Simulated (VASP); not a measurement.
A run of VASP 6.6.1 is set up as follows.

Contents of INCAR:

```
SYSTEM = Sn
PREC = Accurate
ENCUT = 520
EDIFF = 1E-6
ISMEAR = 0
SIGMA = 0.1
LREAL = .False.
LASPH = .True.
NELM = 100
ALGO = Fast
ISIF = 2
LWAVE = .False.
LCHARG = .False.
GGA = PS
NBANDS = 21
```

KPOINTS

```
regular mesh
0
Gamma
  12 12 12
  0 0 0
```

POSCAR

```
Sn
1.0
    0.0000000000      3.2705270536      3.2705270536
    3.2705270536      0.0000000000      3.2705270536
    3.2705270536      3.2705270536      0.0000000000
Sn
2
Direct
    0.5000000000      0.5000000000      0.5000000000
    0.7500000000      0.7500000000      0.7500000000
```

Potentials or basis: VASP PAW PBE potentials, release 64 (Sn_d).

Launch:

```sh
$ cat potpaw_PBE.64/Sn_d/POTCAR > POTCAR
$ mpirun -np 1 vasp_std > vasp.out
```

Q: Predict the pressure.

A: -0.1 GPa.

Q: What does it give for the band gap on the k mesh?

A: Zero (band 14 reaches 5.33 eV, above the bottom of band 15 at 5.13 eV).

Caveat: the PAW data sets were made with another functional, which shifts forces and pressure a little; spin-orbit coupling is left out, which moves the levels of the heavy elements.
